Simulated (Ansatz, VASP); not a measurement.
S in VASP and in Ansatz

```
S
1.0
     0.00000    1.77685    2.51247
     1.77685    0.00000    2.51247
     1.77685    1.77685    0.00000
S
1
Direct
  0.00000 0.00000 0.00000
```

Alike in both runs: task single point; functional LDA; k mesh 22 × 22 × 22; occupations gaussian, width 0.15 eV; no spin polarisation.

```csv
,VASP,Ansatz
version,VASP 6.6.1,Ansatz 0.2.0
potentials or method,"VASP PAW LDA potentials, release 64 (S), cutoff 520 eV","scalar-relativistic, plane waves, PAW"
valence electrons in the cell,6,6
```

```csv
,VASP,Ansatz,Ansatz less VASP
gap on the k mesh at the Fermi level (eV),none,none,-
pressure (GPa),-4.9,-4.8,+0.07
"traceless stress, the component that is largest in VASP (GPa)",13.99,13.94,-0.057
```

LDA's correlation is that of Perdew and Zunger in VASP and of Perdew and Wang (1992) in Ansatz. A gap of «none» marks a metal or a gap that the smearing closes.
